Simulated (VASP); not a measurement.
# Ir (P6/mmm) in VASP: a series of runs

Ir is run at these levels: PBE; tasks: single point, relaxation of cell and atoms.

Program: VASP 6.6.1. These are calculated values, not measurements. Logs are shortened: lines on timing, memory, paths and dates and some standing lists are left out, and cuts for length are marked.

### 1 The cell of the first run

The structure is hexagonal, space group P6/mmm (No. 191). The conventional cell has a = 4.266 Å, b = 4.266 Å, c = 2.575 Å, α = 90.00°, β = 90.00°, γ = 120.00°. Ir (site symmetry -6m2) has 5 Ir at 2.46 to 2.58 Å within 3.3 Å.

### 2 Single point, PBE

Contents of INCAR:

```
SYSTEM = Ir
ALGO     = Fast           ! electronic algorithm
EDIFF    = 1E-7           ! SCF threshold, eV
ENCUT    = 520            ! plane-wave cutoff, eV
GGA      = PE             ! functional
ISIF     = 2              ! what is computed and relaxed
ISMEAR   = 0              ! smearing method
LASPH    = .True.         ! aspherical terms in the spheres
LCHARG   = .True.         ! write CHGCAR
LELF     = .True.         ! ELF
LREAL    = .False.        ! projectors in reciprocal space
LVHAR    = .True.       
LWAVE    = .False.        ! write WAVECAR
NBANDS   = 16             ! bands
NELM     = 80             ! most SCF steps
PREC     = Accurate       ! precision mode
SIGMA    = 0.1            ! smearing width, eV
```

Contents of KPOINTS:

```
k-points
0
Gamma
  6 6 6
  0 0 0
```

Contents of POSCAR:

```
Ir
1.0
    4.2662428930      0.0000000000      0.0000000000
   -2.1331214465      3.6946747240      0.0000000000
    0.0000000000      0.0000000000      2.5750611814
Ir
2
Direct
    0.3333333333      0.6666666667      0.5000000000
    0.6666666667      0.3333333333      0.5000000000
```

Potentials or basis: VASP PAW PBE potentials, release 64 (Ir).

Run with:

```sh
$ cat potpaw_PBE.64/Ir/POTCAR > POTCAR
$ mpirun -np 1 vasp_std > vasp.out
```

OUTCAR:

```text
SYSTEM = Ir
   EDIFF = 1E-7
   ENCUT = 520
   GGA = PE
   ISIF = 2
   ISMEAR = 0
   LASPH = .True.
   LREAL = .False.
   NELM = 80
   PREC = Accurate

 ion  position               nearest neighbor table
   1  0.333  0.667  0.500-   2 2.46   2 2.46   2 2.46
   2  0.667  0.333  0.500-   1 2.46   1 2.46   1 2.46

  LATTYP: Found a hexagonal cell.
 ALAT       =     4.2662428930
 C/A-ratio  =     0.6035899141

  Lattice vectors:

 A1 = (   4.2662428930,   0.0000000000,   0.0000000000)
 A2 = (  -2.1331214465,   3.6946747240,   0.0000000000)
 A3 = (   0.0000000000,   0.0000000000,   2.5750611814)

Analysis of symmetry for initial positions (statically):
=====================================================================
 Subroutine PRICEL returns:
 Original cell was already a primitive cell.

 Routine SETGRP: Setting up the symmetry group for a
 hexagonal supercell.

 Subroutine GETGRP returns: Found 24 space group operations
 (whereof 24 operations were pure point group operations)
 out of a pool of 24 trial point group operations.

The static configuration has the point symmetry D_6h.

Analysis of symmetry for dynamics (positions and initial velocities):
=====================================================================
 Subroutine PRICEL returns:
 Original cell was already a primitive cell.

 Routine SETGRP: Setting up the symmetry group for a
 hexagonal supercell.

 Subroutine GETGRP returns: Found 24 space group operations
 (whereof 24 operations were pure point group operations)
 out of a pool of 24 trial point group operations.

The dynamic configuration has the point symmetry D_6h.

 Subroutine INISYM returns: Found 24 space group operations
 (whereof 24 operations are pure point group operations),
 and found     1 'primitive' translations

----------------------------------------------------------------------------------------

                                     Primitive cell

  volume of cell :      40.5891

  direct lattice vectors                    reciprocal lattice vectors
     4.266242893  0.000000000  0.000000000     0.234398281  0.135329911  0.000000000
    -2.133121447  3.694674724  0.000000000     0.000000000  0.270659821  0.000000000
     0.000000000  0.000000000  2.575061181     0.000000000  0.000000000  0.388340288

[... 75 lines left out ...]
   ISTART =      0    job   : 0-new  1-cont  2-samecut
   ICHARG =      2    charge: 1-file 2-atom 10-const
   ISPIN  =      1    spin polarized calculation?
   LNONCOLLINEAR =      F non collinear calculations
   LSORBIT =      F    spin-orbit coupling
   LASPH  =      T    aspherical Exc in radial PAW
   ENCUT  =  520.0 eV  38.22 Ry    6.18 a.u.   7.93  7.93  4.79*2*pi/ulx,y,z
   NELM   =     80;   NELMIN=  2; NELMDL= -5     # of ELM steps
   EDIFF  = 0.1E-06   stopping-criterion for ELM
   LREAL  =      F    real-space projection
   EDIFFG = 0.1E-05   stopping-criterion for IOM
   NSW    =      0    number of steps for IOM
   IBRION =     -1    ionic relax: 0-MD 1-quasi-New 2-CG
   NFREE  =      0    steps in history (QN), initial steepest desc. (CG)
   ISIF   =      2    stress and relaxation
   ISYM   =      2    0-nonsym 1-usesym 2-fastsym
   POTIM  = 0.5000    time-step for ionic-motion
   TEBEG  =    0.0;   TEEND  =   0.0 temperature during run
   PSTRESS=    0.0 pullay stress
   NELECT =      18.0000    total number of electrons
   NUPDOWN=      -1.0000    fix difference up-down
   EMIN   =  10.00;   EMAX   =-10.00  energy-range for DOS
   EFERMI =   0.00;   METHOD = LEGACY
   ISMEAR =     0;   SIGMA  =   0.10  broadening in eV -4-tet -1-fermi 0-gaus
   EFERMI_NEDOS =   21; number of points for ismear=-14 and -15
   IALGO  =     68    algorithm
   IMIX   =      4    mixing-type and parameters
     AMIX     =   0.40;   BMIX     =  1.00
     AMIX_MAG =   1.60;   BMIX_MAG =  1.00
  volume/ion in A,a.u.               =      20.29       136.95
  Fermi-wavevector in a.u.,A,eV,Ry     =   1.248425  2.359182 21.205573  1.558566
  Thomas-Fermi vector in A             =   2.382512
   LORBIT       =      0    0 simple, 1 ext, 2 COOP (PROOUT), +10 PAW based schemes
   GGA     = PE    functional components
   LHFCALC =     F    Hartree Fock is set to
   AEXX    =    0.0000 exact exchange contribution
   IVDW    =     0    specifies the selected vdW correction
   LEPSILON=     F    determine dielectric tensor
   LRPA    =     F    only Hartree local field effects (RPA)
 non-spin polarized calculation
 RMM-DIIS sequential band-by-band and
 Gauss-broadening in eV      SIGMA  =   0.10
  energy-cutoff  :      520.00
  volume of cell :       40.59
 maximum number of plane-waves:      1113
 NGX is ok and might be reduce to    32
   NGX = 15   NGY = 15   NGZ =  9

 number of electron      17.9999999 magnetization

 Free energy of the ion-electron system (eV)
  ---------------------------------------------------
  ext. energy  EPLUGINS =         0.00000000
  ---------------------------------------------------
  free energy    TOTEN  =       -15.42286119 eV

  energy without entropy =      -15.40879727  energy(sigma->0) =      -15.41582923

 E-fermi :   5.4004     XC(G=0): -11.4828

 val. band max:        5.3624171020   @ k =   0.1667   0.1667   0.1667
 cond. band min:       5.4256954535   @ k =   0.5000   0.0000   0.3333
 fundamental gap:      0.0632783515
 Fermi energy:         5.4004370902

 k-point     1 :       0.0000    0.0000    0.0000
  band No.  band energies     occupation
      1      -2.7572      2.00000
      2      -0.3616      2.00000
      3       0.7428      2.00000
      4       2.0803      2.00000
      5       2.0803      2.00000
      6       2.3289      2.00000
[... 433 lines left out ...]
      3       0.8693      2.00000
      4       1.6005      2.00000
      5       1.6425      2.00000
      6       2.1927      2.00000
[... 8 lines left out ...]
     15      14.4885      0.00000
     16      15.5352      0.00000

 [... further k-points ...]
[... 5 lines left out ...]
  --------------------------------------------------------------------------------------
  -------------------------------------------------------------------------------------
  Total       -0.0255939     -0.0255939     -0.0275869      0.0000000     -0.0000000      0.0000000
  in kB       -1.0102712     -1.0102712     -1.0889416      0.0000000     -0.0000000      0.0000000
  external PRESSURE =      -1.0364947 kB  Pullay stress =       0.0000000 kB

 VOLUME and BASIS-vectors are now :
 -----------------------------------------------------------------------------
  energy-cutoff  :      520.00
  volume of cell :       40.59
      direct lattice vectors                 reciprocal lattice vectors
     4.266242893  0.000000000  0.000000000     0.234398281  0.135329911  0.000000000
    -2.133121447  3.694674724  0.000000000     0.000000000  0.270659821  0.000000000
     0.000000000  0.000000000  2.575061181     0.000000000  0.000000000  0.388340288

 POSITION                                       TOTAL-FORCE (eV/Angst)
 -----------------------------------------------------------------------------------
     -0.00000      2.46312      1.28753         0.000000      0.000000      0.000000
      2.13312      1.23156      1.28753        -0.000000      0.000000      0.000000
 -----------------------------------------------------------------------------------
    total drift:                               -0.000000      0.000000      0.000000

  FREE ENERGIE OF THE ION-ELECTRON SYSTEM (eV)
  ---------------------------------------------------
  free  energy   TOTEN  =       -15.4228611855 eV

  energy  without entropy=      -15.4087972705  energy(sigma->0) =      -15.41582923
```

Run time: 7.9 s. Hardware: 1 thread of Intel Xeon 6975P-C (Granite Rapids), shared host; peak memory 0.15 GiB.

Results:

```yaml
Free_energy: -15.4229 eV
Pressure: -0.1 GPa
Band_gap_on_the_k_mesh: zero (band 9 reaches 6.27 eV, above the bottom of band 10 at 4.21 eV)
```

Levels at points of the mesh, in eV from the Fermi level:
| k point | band 5 | band 6 | band 7 | band 8 | band 9 | band 10 | band 11 | band 12 | band 13 | band 14 |
| --- | --- | --- | --- | --- | --- | --- | --- | --- | --- | --- |
| (0.00, 0.00, 0.00) | -3.32 | -3.07 | -3.07 | -1.10 | -1.10 | 1.02 | 1.02 | 6.43 | 6.43 | 8.38 |
| (0.50, 0.00, 0.00) | -4.68 | -2.42 | -1.33 | -0.76 | 0.13 | 0.47 | 1.32 | 1.72 | 2.35 | 8.86 |
| (0.00, 0.00, 0.50) | -2.50 | -2.12 | -2.12 | -1.94 | -1.94 | -0.08 | 3.33 | 5.66 | 10.41 | 12.90 |
| (0.50, 0.00, 0.50) | -3.75 | -3.35 | -1.36 | 0.30 | 0.71 | 2.10 | 4.03 | 5.85 | 6.72 | 6.85 |

Caveat: the k points lie up to 0.41 Å⁻¹ apart; spin-orbit coupling is left out, which moves the levels of the heavy elements.

### 3 Relaxation of cell and atoms, PBE

This run uses another cell than the first one, of 31.83 Å³/atom, 1.568 times its volume.

Contents of INCAR:

```
SYSTEM = Ir
PREC = Accurate ; ENCUT = 600
EDIFF = 1E-7 ; ISMEAR = 0
SIGMA = 0.1 ; LREAL = .FALSE.
LASPH = .TRUE. ; NELM = 60
ALGO = Fast ; ISIF = 3
LWAVE = .FALSE. ; LCHARG = .FALSE.
GGA = PE ; IBRION = 2
NSW = 90 ; EDIFFG = -0.04
```

Contents of KPOINTS:

```
regular mesh
0
G
  6 6 6
  0 0 0
```

Contents of POSCAR:

```
Ir
1.0
    5.0292683000      0.0000000000      0.0000000000
   -2.5146341500      4.3554741100      0.0000000000
    0.0000000000      0.0000000000      2.9060258900
Ir
2
Direct
    0.3333333300      0.6666666700      0.5000000000
    0.6666666700      0.3333333300      0.5000000000
```

Potentials or basis: VASP PAW PBE potentials, release 64 (Ir).

Run with:

```sh
$ cat potpaw_PBE.64/Ir/POTCAR > POTCAR
$ mpirun -np 1 vasp_std > vasp.out
```

Run time: 2.2 min. Hardware: 1 thread of Intel Xeon 6975P-C (Granite Rapids), shared host; peak memory 0.22 GiB.

The run converged. Its results:

| Quantity | Value |
| --- | --- |
| Free energy | -15.4240 eV |
| Relaxed volume | 20.30 Å³/atom |
| Relaxed cell | a = 4.268 Å, b = 4.268 Å, c = 2.573 Å, α = 90.00°, β = 90.00°, γ = 120.00° |
| Space group after relaxing (to 0.05 Å) | P6/mmm (No. 191) |
| Energy gained by relaxing | 1576.7 meV/atom |
| Ionic steps | 13 |
| Pressure after relaxing | -0.1 GPa |
| Band gap on the k mesh | zero (band 9 reaches 6.27 eV, above the bottom of band 10 at 4.21 eV) |

Stress tensor (GPa, compression positive):
```
-0.27  0.00  0.00
 0.00 -0.27  0.00
 0.00  0.00  0.25
```

The path:
| step | energy change (eV) | largest force (eV/Å) | pressure (GPa) | volume (Å³) |
| --- | --- | --- | --- | --- |
| 1 | 0.0000 | 0.0000 | -27.03 | 63.66 |
| 2 | 5.1186 | 0.0000 | 257.87 | 25.89 |
| 3 | -1.6182 | 0.0000 | -26.34 | 54.10 |
| 4 | -2.5071 | 0.0000 | -20.69 | 48.16 |
| 5 | -2.8329 | 0.0000 | 20.69 | 37.62 |
| 6 | -3.0362 | 0.0000 | -4.83 | 42.10 |
| 7 | -3.0507 | 0.0000 | -0.91 | 41.20 |
| 8 | -3.0499 | 0.0000 | 0.91 | 40.82 |
| 9 | -2.8390 | 0.0000 | 14.84 | 38.43 |
| 10 | -3.1455 | 0.0000 | 2.99 | 40.02 |
| 11 | -3.1463 | 0.0000 | 3.30 | 39.94 |
| 12 | -3.1280 | 0.0000 | -5.75 | 41.89 |
| 13 | -3.1534 | 0.0000 | -0.10 | 40.59 |

Final structure:
```xyz
2
Lattice="4.2680 0.0000 0.0000 -2.1340 3.6962 0.0000 0.0000 0.0000 2.5732" Properties=species:S:1:pos:R:3 pbc="T T T"
Ir    0.0000    2.4641    1.2866
Ir    2.1340    1.2321    1.2866
```

Levels at points of the mesh, in eV from the Fermi level:
```tsv
k point	band 7	band 8	band 9	band 10	band 11	band 12
(0.00, 0.00, 0.00)	-3.07	-1.09	-1.09	1.02	1.02	6.42
(0.50, 0.00, 0.00)	-1.32	-0.75	0.13	0.47	1.33	1.71
(0.00, 0.00, 0.50)	-2.13	-1.93	-1.93	-0.07	3.34	5.68
(0.50, 0.00, 0.50)	-1.37	0.31	0.71	2.10	4.03	5.86
```

Caveat: the k points lie up to 0.41 Å⁻¹ apart in the final cell; the volume moved by over 15 % at a fixed basis, so the end points are rough; spin-orbit coupling is left out, which moves the levels of the heavy elements.
